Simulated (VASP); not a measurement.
# MnO2 (P4_2/mnm) in VASP: notebook, part 3 of 3

VASP 6.6.1. The steps go on from the part before.

### 5 Single point, PBEsol, collinear spin, ferromagnetic start

This run uses another cell than the first one, of 9.07 Å³/atom.

INCAR

```
SYSTEM = MnO2
  PREC = Accurate
  ENCUT = 700
  EDIFF = 1E-6
  ISMEAR = -1
  SIGMA = 0.05
  LREAL = .False.
  LASPH = .True.
  NELM = 200
  ALGO = Normal
  ISIF = 2
  LWAVE = .False.
  LCHARG = .False.
  ISPIN = 2
  MAGMOM = 4 4 0 0 0 0
  LORBIT = 11
  LMAXMIX = 4
  GGA = PS
  NBANDS = 40
  GGA_COMPAT = .False.
```

KPOINTS

```
Automatic mesh
0
Gamma
  6 6 9
  0 0 0
```

POSCAR

```
MnO2
1.0
    4.3708845610      0.0000000000      0.0000000000
    0.0000000000      4.3708845610      0.0000000000
    0.0000000000      0.0000000000      2.8478352264
Mn O
2 4
Direct
    0.5000000000      0.5000000000      0.5000000000
    0.0000000000      0.0000000000      0.0000000000
    0.8049161500      0.1950838500      0.5000000000
    0.6950838500      0.6950838500      0.0000000000
    0.1950838500      0.8049161500      0.5000000000
    0.3049161500      0.3049161500      0.0000000000
```

Potentials or basis: VASP PAW PBE potentials, release 64 (Mn_sv, O).

Started as:

```bash
cat potpaw_PBE.64/Mn_sv/POTCAR potpaw_PBE.64/O/POTCAR > POTCAR
mpirun -np 1 vasp_std > vasp.out
```

OUTCAR:

```text
SYSTEM = MnO2
   PREC = Accurate
   ENCUT = 700
   EDIFF = 1E-6
   ISMEAR = -1
   LREAL = .False.
   LASPH = .True.
   NELM = 200
   ISIF = 2
   ISPIN = 2
   LORBIT = 11
   GGA = PS

 ion  position               nearest neighbor table
   1  0.500  0.500  0.500-   4 1.87   6 1.87   4 1.87   6 1.87   5 1.88   3 1.88
   2  0.000  0.000  0.000-   3 1.87   5 1.87   3 1.87   5 1.87   4 1.88   6 1.88
   3  0.805  0.195  0.500-   2 1.87   2 1.87   1 1.88
   4  0.695  0.695  0.000-   1 1.87   1 1.87   2 1.88
   5  0.195  0.805  0.500-   2 1.87   2 1.87   1 1.88
   6  0.305  0.305  0.000-   1 1.87   1 1.87   2 1.88

  LATTYP: Found a simple tetragonal cell.
 ALAT       =     4.3708845610
 C/A-ratio  =     0.6515466576

  Lattice vectors:

 A1 = (   4.3708845610,   0.0000000000,   0.0000000000)
 A2 = (   0.0000000000,   4.3708845610,   0.0000000000)
 A3 = (   0.0000000000,   0.0000000000,   2.8478352264)

Analysis of symmetry for initial positions (statically):
=====================================================================
 Subroutine PRICEL returns:
 Original cell was already a primitive cell.

 Routine SETGRP: Setting up the symmetry group for a
 simple tetragonal supercell.

 Subroutine GETGRP returns: Found 16 space group operations
 (whereof  8 operations were pure point group operations)
 out of a pool of 16 trial point group operations.

The static configuration has the point symmetry D_2h.
 The point group associated with its full space group is D_4h.

Analysis of symmetry for dynamics (positions and initial velocities):
=====================================================================
 Subroutine PRICEL returns:
 Original cell was already a primitive cell.

 Routine SETGRP: Setting up the symmetry group for a
 simple tetragonal supercell.

 Subroutine GETGRP returns: Found 16 space group operations
 (whereof  8 operations were pure point group operations)
 out of a pool of 16 trial point group operations.

[... 179 lines left out ...]
 spin component 1

 k-point     1 :       0.0000    0.0000    0.0000
  band No.  band energies     occupation
      1     -74.6748      1.00000
      2     -74.6715      1.00000
      3     -43.5480      1.00000
      4     -43.5392      1.00000
      5     -43.4717      1.00000
      6     -43.4717      1.00000
[... 997 lines left out ...]
     38      20.7419      0.00000
     39      22.3782      0.00000

 [... further k-points ...]

 spin component 2

 k-point     1 :       0.0000    0.0000    0.0000
  band No.  band energies     occupation
      1     -71.6807      1.00000
      2     -71.6768      1.00000
      3     -40.6342      1.00000
      4     -40.6233      1.00000
      5     -40.5585      1.00000
      6     -40.5585      1.00000
[... 997 lines left out ...]
     38      21.3410      0.00000
     39      22.8338      0.00000

 [... further k-points ...]

 [bands above 39 left out]

------------------------ aborting loop because EDIFF is reached ----------------------------------------

  FORCE on cell =-STRESS in cart. coord.  units (eV):
  Direction    XX          YY          ZZ          XY          YZ          ZX
  --------------------------------------------------------------------------------------
  -------------------------------------------------------------------------------------
  Total        0.6772443      0.6772443      0.0886899      0.0000000      0.0000000      0.0000000
  in kB       19.9435475     19.9435475      2.6117465      0.0000000      0.0000000      0.0000000
  external PRESSURE =      14.1662805 kB  Pullay stress =       0.0000000 kB

 VOLUME and BASIS-vectors are now :
 -----------------------------------------------------------------------------
  energy-cutoff  :      700.00
  volume of cell :       54.41
      direct lattice vectors                 reciprocal lattice vectors
     4.370884561  0.000000000  0.000000000     0.228786642  0.000000000  0.000000000
     0.000000000  4.370884561  0.000000000     0.000000000  0.228786642  0.000000000
     0.000000000  0.000000000  2.847835226     0.000000000  0.000000000  0.351143911

 POSITION                                       TOTAL-FORCE (eV/Angst)
 -----------------------------------------------------------------------------------
      2.18544      2.18544      1.42392         0.000000      0.000000      0.000000
      0.00000      0.00000      0.00000         0.000000      0.000000      0.000000
      3.51820      0.85269      1.42392        -0.022529      0.022529      0.000000
      3.03813      3.03813      0.00000         0.022529      0.022529      0.000000
      0.85269      3.51820      1.42392         0.022529     -0.022529     -0.000000
      1.33275      1.33275      0.00000        -0.022529     -0.022529     -0.000000
 -----------------------------------------------------------------------------------
    total drift:                                0.000000      0.000000     -0.000000

  FREE ENERGIE OF THE ION-ELECTRON SYSTEM (eV)
  ---------------------------------------------------
  free  energy   TOTEN  =       -50.7848792961 eV

  energy  without entropy=      -50.7770784069  energy(sigma->0) =      -50.78097885

 total charge

# of ion       s       p       d       tot
------------------------------------------
    1        2.211   6.119   4.446  12.776
    2        2.211   6.119   4.446  12.776
    3        1.560   3.465   0.000   5.024
    4        1.560   3.465   0.000   5.024
    5        1.560   3.465   0.000   5.024
    6        1.560   3.465   0.000   5.024
--------------------------------------------------
tot         10.660  26.098   8.892  45.650

 magnetization (x)

# of ion       s       p       d       tot
------------------------------------------
    1        0.015   0.014   2.537   2.565
    2        0.015   0.014   2.537   2.565
    3        0.000   0.098   0.000   0.099
    4        0.000   0.098   0.000   0.099
    5        0.000   0.098   0.000   0.099
    6        0.000   0.098   0.000   0.099
--------------------------------------------------
tot          0.031   0.421   5.074   5.525
```

OSZICAR:

```text
N       E                     dE             d eps       ncg     rms          rms(c)
DAV:   1     0.105748703490E+04    0.10575E+04   -0.33697E+04  8440   0.299E+03
DAV:   2     0.524317350195E+02   -0.10051E+04   -0.95551E+03  8104   0.719E+02
DAV:   3    -0.566130808226E+02   -0.10904E+03   -0.10462E+03 10128   0.264E+02
DAV:   4    -0.648402280715E+02   -0.82271E+01   -0.81563E+01 14680   0.668E+01
DAV:   5    -0.658168867675E+02   -0.97666E+00   -0.97520E+00 12984   0.168E+01    0.436E+01
DAV:   6    -0.618487438244E+02    0.39681E+01   -0.65154E+01 12440   0.136E+02    0.721E+01
DAV:   7    -0.519425265521E+02    0.99062E+01   -0.87380E+01 11592   0.127E+02    0.170E+01
DAV:   8    -0.508001955625E+02    0.11423E+01   -0.43346E+00 12240   0.298E+01    0.991E+00
DAV:   9    -0.508132666913E+02   -0.13071E-01   -0.79756E-01 15016   0.117E+01    0.604E+00
DAV:  10    -0.508100801808E+02    0.31865E-02   -0.98300E-02 12840   0.317E+00    0.361E+00
DAV:  11    -0.507850245771E+02    0.25056E-01   -0.53455E-02 13184   0.437E+00    0.113E+00
DAV:  12    -0.507861012994E+02   -0.10767E-02   -0.50882E-03 11040   0.611E-01    0.516E-01
DAV:  13    -0.507852339523E+02    0.86735E-03   -0.94856E-04 13056   0.530E-01    0.272E-01
DAV:  14    -0.507848655299E+02    0.36842E-03   -0.81759E-04 12816   0.481E-01    0.577E-02
DAV:  15    -0.507848825349E+02   -0.17005E-04   -0.11432E-04 11064   0.106E-01    0.347E-02
DAV:  16    -0.507848796888E+02    0.28461E-05   -0.63980E-06 11616   0.302E-02    0.150E-02
DAV:  17    -0.507848792961E+02    0.39270E-06   -0.76895E-07  6440   0.978E-03
   1 F= -.50784879E+02 E0= -.50780979E+02  d E =-.780089E-02  mag=     5.9475
```

stdout:

```text
POSCAR found type information on POSCAR MnO
 POSCAR found :  2 types and       6 ions
 scaLAPACK will be used
 -----------------------------------------------------------------------------
|                                                                             |
|                                                                             |
|     You enforced a specific xc type in the INCAR file but a different       |
|     I HOPE YOU KNOW WHAT YOU ARE DOING!                                     |
|                                                                             |
 -----------------------------------------------------------------------------

 LDA part: xc-table for (Slater+PW92), standard interpolation
 POSCAR, INCAR and KPOINTS ok, starting setup
 FFT: planning ... GRIDC
 FFT: planning ... GRID_SOFT
 FFT: planning ... GRID
 WAVECAR not read
 entering main loop
```

Run time: 3.3 min. Hardware: 1 thread of Intel Xeon 6975P-C (Granite Rapids), shared host; peak memory 0.39 GiB.

What came out:

| Property | Result |
| --- | --- |
| Free energy | -50.7849 eV |
| Pressure | 1.4 GPa |
| Largest force | 0.032 eV/Å |
| Net moment | 5.95 μB per cell |
| Site moments | Mn +2.56; O +0.10 μB |
| Valence electrons inside the program's atomic spheres | Mn 12.78; O 5.02 |

Forces in eV/Å, atoms in the order of the input:
```
Mn   0.000  0.000  0.000
Mn   0.000  0.000  0.000
O   -0.023  0.023  0.000
O    0.023  0.023  0.000
O    0.023 -0.023  0.000
O   -0.023 -0.023  0.000
```

Levels at points of the mesh, in eV from the Fermi level:
Spin up:
| k point | band 28 | band 29 | band 30 | band 31 | band 32 | band 33 |
| --- | --- | --- | --- | --- | --- | --- |
| (0.00, 0.00, 0.00) | -1.43 | -0.82 | -0.18 | -0.10 | 2.74 | 2.74 |
| (0.50, 0.00, 0.00) | -1.48 | -0.73 | -0.73 | 2.22 | 2.22 | 2.47 |
| (0.50, 0.50, 0.00) | -2.38 | -0.05 | -0.05 | 1.50 | 1.50 | 2.70 |
Spin down:
| k point | band 21 | band 22 | band 23 | band 24 | band 25 | band 26 | band 27 | band 28 |
| --- | --- | --- | --- | --- | --- | --- | --- | --- |
| (0.00, 0.00, 0.00) | -1.81 | -1.12 | -1.12 | -0.53 | -0.08 | 0.24 | 0.40 | 0.40 |
| (0.50, 0.00, 0.00) | -3.08 | -3.08 | -1.41 | -1.41 | 0.64 | 0.64 | 1.03 | 1.03 |
| (0.50, 0.50, 0.00) | -2.71 | -2.71 | -2.14 | -2.14 | -0.04 | -0.04 | 0.41 | 0.41 |

Caveat: the PAW data sets were made with another functional, which shifts forces and pressure a little; semilocal functionals often make such compounds metallic where correlation or magnetic order opens a gap, which also shifts bond lengths; the run started ferromagnetic, and an antiferromagnetic order may lie lower in energy.

### 6 Summary

```tsv
cell	cutoff (eV)	gap on the mesh (eV)	pressure (GPa)	moment (μB)	largest force (eV/Å)
a = 4.341, b = 4.341, c = 2.828 Å, 6 atoms	700	none	7.1	5.92	0.14
a = 4.487, b = 4.487, c = 2.923 Å, 6 atoms	700	none	-15.9	6.00	0.29
a = 4.430, b = 4.430, c = 2.886 Å, 6 atoms	600	none	-9.1	5.99	0.15
a = 4.371, b = 4.371, c = 2.848 Å, 6 atoms	700	none	1.4	5.95	0.03
```

Alike in all rows: task single point; level PBEsol; potentials or basis VASP PAW PBE potentials, release 64 (Mn_sv, O); spin collinear, ferromagnetic start; k mesh 6 × 6 × 9; smearing fermi-dirac 0.05 eV.

Caveats: the PAW data sets were made with another functional, which shifts forces and pressure a little; semilocal functionals often make such compounds metallic where correlation or magnetic order opens a gap, which also shifts bond lengths; the run started ferromagnetic, and an antiferromagnetic order may lie lower in energy; the cell stands under tension (at least some runs); the cell stands under pressure (at least some runs).

Total energies depend on the potentials used, so only differences within one code and one set of settings carry meaning.
